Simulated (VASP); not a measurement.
Wanted: the native input for a VASP 6.6.1 run.

- Task: relaxation of cell and atoms
- Functional: LDA
- Potentials or basis: VASP PAW LDA potentials, release 64 (Pb_d, I)
- Cutoff: 500 eV
- k mesh: 7 × 7 × 4
- Occupations: fermi-dirac, width 0.02 eV
- Spin: no spin polarisation
- Dipole correction: no
- Further INCAR settings: ALGO = Normal; EDIFF = 1e-07; IBRION = 2; EDIFFG = -0.005; NSW = 70; ISIF = 3

The structure of PbI2 lies in POSCAR:

```
PbI2
1.0
    4.5550000000      0.0000000000      0.0000000000
   -2.2775000000      3.9447457142      0.0000000000
    0.0000000000      0.0000000000      6.9770000000
Pb I
1 2
Direct
    0.0000000000      0.0000000000      0.0000000000
    0.3333333333      0.6666666667      0.2650000000
    0.6666666667      0.3333333333      0.7350000000
```

The input as run:

INCAR

```
SYSTEM = PbI2
PREC = Accurate ; ENCUT = 500
EDIFF = 1E-7 ; ISMEAR = -1
SIGMA = 0.02 ; LREAL = .FALSE.
LASPH = .TRUE. ; NELM = 120
ALGO = Normal ; ISIF = 3
LWAVE = .FALSE. ; LCHARG = .FALSE.
IBRION = 2 ; NSW = 70
EDIFFG = -0.005 ; GGA_COMPAT = .FALSE.
NELMIN = 4
```

KPOINTS

```
regular mesh
0
G
  7 7 4
  0 0 0
```

Potentials or basis: VASP PAW LDA potentials, release 64 (Pb_d, I).

Launch:

```sh
$ cat potpaw_LDA.64/Pb_d/POTCAR potpaw_LDA.64/I/POTCAR > POTCAR
$ mpirun -np 1 vasp_std > vasp.out
```

It gave:

```yaml
Relaxed_volume: 39.17 Å³/atom
Relaxed_cell: a = 4.474 Å, b = 4.474 Å, c = 6.779 Å, α = 90.00°, β = 90.00°, γ = 120.00°
Space_group_after_relaxing_to_0.05_Å: P-3m1 (No. 164)
Energy_gained_by_relaxing: 7.7 meV/atom
Ionic_steps: 14
Pressure_after_relaxing: 0.0 GPa
Band_gap_on_the_k_mesh: 1.89 eV, direct
```

Caveat: spin-orbit coupling is left out, which moves the levels of the heavy elements.

Wall time 3.4 min on 1 thread of Intel(R) Xeon(R) 6975P-C (Granite Rapids), with other jobs on the host, peak memory 0.25 GiB.
